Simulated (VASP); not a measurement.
# KF: single point with PBE

Crystal: KF.

```
K F
1.0
     3.17887    0.00000    0.00000
     0.00000    3.17887    0.00000
     0.00000    0.00000    3.17887
K F
1 1
Cartesian
  0.0000 0.0000 0.0000
  1.5894 1.5894 1.5894
```

* Program: VASP 6.6.1
* Task: single point
* Functional: PBE
* Potentials or basis: VASP PAW PBE potentials, release 64 (K_sv, F)
* Cutoff: 600 eV
* k mesh: 6 × 6 × 6
* Occupations: methfessel-paxton, width 0.2 eV
* Spin: no spin polarisation

```
Pressure               : 2.9 GPa
Band gap on the k mesh : 6.80 eV (least direct gap 6.84 eV)
```

Levels at points of the mesh, in eV from the valence-band top:
```tsv
k point	band 4	band 5	band 6	band 7	band 8	band 9	band 10	band 11	band 12	band 13
(0.00, 0.00, 0.00)	-9.78	-9.78	-0.04	-0.04	-0.04	6.80	8.38	8.38	14.29	14.29
(0.50, 0.00, 0.00)	-9.64	-9.64	-1.33	-0.19	-0.19	9.44	9.86	11.63	12.82	12.82
(0.50, 0.50, 0.00)	-10.71	-9.54	-0.63	-0.63	0.00	8.67	9.25	12.18	12.18	15.12
(0.50, 0.50, 0.50)	-10.46	-10.46	-1.17	-1.17	-1.17	10.79	10.79	10.79	16.08	16.08
```

Wall time 7.6 s on 1 thread of Intel(R) Xeon(R) Platinum 8559C (Emerald Rapids) (shared host), peak memory 0.15 GiB.

Caveat: the structure was generated, so it needn't be the stable form of KF. A k mesh can miss the band edges.
